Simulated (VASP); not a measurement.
Crystal: TaGa2.

```xyz
3
Lattice="0.0000 2.9238 2.9238 2.9238 0.0000 2.9238 2.9238 2.9238 0.0000" Properties=species:S:1:pos:R:3 pbc="T T T"
Ta    0.0000    0.0000    0.0000
Ga    1.4619    1.4619    1.4619
Ga    4.3856    4.3856    4.3856
```

- Program: VASP 6.6.1
- Task: relaxation of cell and atoms
- Functional: PBE
- Potentials or basis: VASP PAW PBE potentials, release 64 (Ta_pv, Ga_d)
- Cutoff: 600 eV
- k mesh: 6 × 6 × 6
- Occupations: gaussian, width 0.1 eV
- Spin: no spin polarisation

At the start: pressure 27.2 GPa; volume 16.66 Å³/atom.

How do energy, volume and symmetry change on relaxing?

Over 4 steps the energy falls by 252.3 meV/atom and the volume is 20.19 Å³/atom (+21.2 %); space group Fm-3m (No. 225, to 0.05 Å).

The path:
```
step  energy change (eV)  largest force (eV/Å)  pressure (GPa)  volume (Å³)
   1              0.0000                0.0000           27.23        49.99
   2             -0.2050                0.0000          -11.24        73.40
   3             -0.7567                0.0000           -0.37        60.80
   4             -0.7570                0.0000           -0.02        60.57
```

Final structure:
```xyz
3
Lattice="0.0000 3.1170 3.1170 3.1170 0.0000 3.1170 3.1170 3.1170 0.0000" Properties=species:S:1:pos:R:3 pbc="T T T"
Ta    0.0000    0.0000    0.0000
Ga    1.5585    1.5585    1.5585
Ga    4.6755    4.6755    4.6755
```

Caveat: the volume moved by over 15 % at a fixed basis, so the end points are rough.
